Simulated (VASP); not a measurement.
Set up this calculation in VASP 6.6.1, as the native input.

| Quantity | Value |
| --- | --- |
| Task | single point |
| Functional | PBE |
| Potentials or basis | VASP PAW PBE potentials, release 64 (Ba_sv, S) |
| Cutoff | 500 eV |
| k mesh | 6 × 6 × 6 |
| Occupations | gaussian, width 0.1 eV |
| Spin | no spin polarisation |
| Dipole correction | no |
| Further INCAR settings | ALGO = Normal; EDIFF = 1e-06; NBANDS = 15 |

The structure of BaS lies in POSCAR:

```
BaS
1.0
    0.0000000000      3.1049856192      3.1049856192
    3.1049856192      0.0000000000      3.1049856192
    3.1049856192      3.1049856192      0.0000000000
Ba S
1 1
Direct
    0.0000000000      0.0000000000      0.0000000000
    0.5000000000      0.5000000000      0.5000000000
```

This cell differs from its parent crystal: O replaced by S, lengths x 1.083, strained.

One way to write it, as run:

INCAR

```
SYSTEM = BaS
PREC     = Accurate       ! precision mode
ENCUT    = 500            ! plane-wave cutoff, eV
EDIFF    = 1E-6           ! SCF threshold, eV
ISMEAR   = 0              ! smearing method
SIGMA    = 0.1            ! smearing width, eV
LREAL    = .FALSE.        ! projectors in reciprocal space
LASPH    = .TRUE.         ! aspherical terms in the spheres
NELM     = 120            ! most SCF steps
ALGO     = Normal         ! electronic algorithm
ISIF     = 2              ! what is computed and relaxed
LWAVE    = .FALSE.        ! write WAVECAR
LCHARG   = .FALSE.        ! write CHGCAR
GGA      = PE             ! functional
NBANDS   = 15             ! bands
GGA_COMPAT= .FALSE.
```

KPOINTS

```
regular mesh
0
G
  6 6 6
  0 0 0
```

Potentials or basis: VASP PAW PBE potentials, release 64 (Ba_sv, S).

Command:

```sh
$ cat potpaw_PBE.64/Ba_sv/POTCAR potpaw_PBE.64/S/POTCAR > POTCAR
$ mpirun -np 1 vasp_std > vasp.out
```

It gave:

```yaml
Pressure: 6.3 GPa
Band_gap_on_the_k_mesh: 1.94 eV (least direct gap 2.02 eV)
```

Caveat: the cell differs from its parent crystal (O replaced by S, lengths x 1.083, strained); the cell stands under pressure; spin-orbit coupling is left out, which moves the levels of the heavy elements.

Wall time 14 s on 1 thread of Intel(R) Xeon(R) Platinum 8259CL CPU @ 2.50GHz (Skylake/Cascade Lake) (shared host), peak memory 0.17 GiB.
